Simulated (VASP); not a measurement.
Runs of VASP 6.6.1 on P2CO3. The structure is that of space group P6/mmm (No. 191), or close to it. The cells are those of the table. The cell was built from a structure type or drawn by symmetry, and may not be a known phase.

```tsv
task	spin	cell	cutoff (eV)	gap on the mesh (eV)	pressure (GPa)	moment (μB)
single point	collinear, ferromagnetic start	a = 5.233, b = 5.233, c = 2.752 Å, angles 90.0, 90.0, 120.0°, 6 atoms	520	none	(a)	2.02
single point	off	a = 5.186, b = 5.186, c = 3.095 Å, angles 90.0, 90.0, 120.0°, 6 atoms	520	none	(b)	-
single point	collinear, ferromagnetic start	a = 5.186, b = 5.186, c = 3.095 Å, angles 90.0, 90.0, 120.0°, 6 atoms	520	none	-15.0	1.99
relaxation of cell and atoms	collinear, ferromagnetic start	relaxed from a = 5.186, b = 5.186, c = 3.095 Å, angles 90.0, 90.0, 120.0°, 6 atoms	600	none	0.2	2.01
```

Alike in all rows: level PBE+D3(BJ); potentials or basis VASP PAW PBE potentials, release 64 (P, C, O); k mesh 6 × 6 × 6; smearing gaussian 0.1 eV.

Task: Estimate the missing entries.

Result: (a) -0.2; (b) -16.8.

Caveats: some runs use coarse meshes; the cell stands under tension (at least some runs).

A gap of «none» marks levels without a gap at the run's occupations.
